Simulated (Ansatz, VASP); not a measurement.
**Ti in VASP and in Ansatz**

The input INCAR:

```
PREC = Accurate ; ENCUT = 600
EDIFF = 1E-6 ; ISMEAR = -1
SIGMA = 0.1 ; LREAL = False
LASPH = True ; NELM = 100
ALGO = Normal ; ISIF = 3
LWAVE = False ; LCHARG = False
GGA = PE ; IBRION = 2
NSW = 80 ; EDIFFG = -0.01
```

File KPOINTS:

```
Automatic mesh
0
Gamma
  13 13 13
```

Contents of POSCAR:

```
Ti
1.0
    0.0000000000      2.0668332624      2.0668332624
    2.0668332624      0.0000000000      2.0668332624
    2.0668332624      2.0668332624      0.0000000000
Ti
1
Direct
    0.0000000000      0.0000000000      0.0000000000
```

Input for Ansatz:

```yaml
crystal:
  lattice:
    - [0.0, 2.0668332624, 2.0668332624]
    - [2.0668332624, 0.0, 2.0668332624]
    - [2.0668332624, 2.0668332624, 0.0]
  atoms:
    - { symbol: Ti, position: [0.0, 0.0, 0.0] }
hamiltonian:
  xc: pbe
  pseudopotentials:
    kind: paw
    azcp:
      Ti: "pseudopotentials/Ti.paw.azcp"
basis:
  ecutwfc: 420
  fft_grid_basis: typed
kpoints:
  mp_grid: { grid: [13, 13, 13], shift: [0, 0, 0] }
magnetization:
  spin_polarized: false
scf:
  occupations: { method: fermi_dirac, width: 0.1 }
relax:
  max_steps: 60
  f_tol: 0.01
  cell: {}
```

Alike in both runs: task relaxation of cell and atoms; functional PBE; k mesh 13 × 13 × 13; occupations fermi-dirac, width 0.1 eV; no spin polarisation.

|  | VASP | Ansatz |
| --- | --- | --- |
| version | VASP 6.6.1 | Ansatz 0.2.0 |
| potentials or method | VASP PAW PBE potentials, release 64 (Ti_sv), cutoff 600 eV | plane waves (420 eV) with PAW, scalar-relativistic |
| valence electrons in the cell | 12 | 12 |

|  | VASP | Ansatz | Ansatz less VASP |
| --- | --- | --- | --- |
| relaxed volume (Å³/atom) | 17.38 | 17.42 | +0.046 |
| relaxed cell length with the largest relative difference (Å) | 2.907 | 2.910 | +0.0026 |
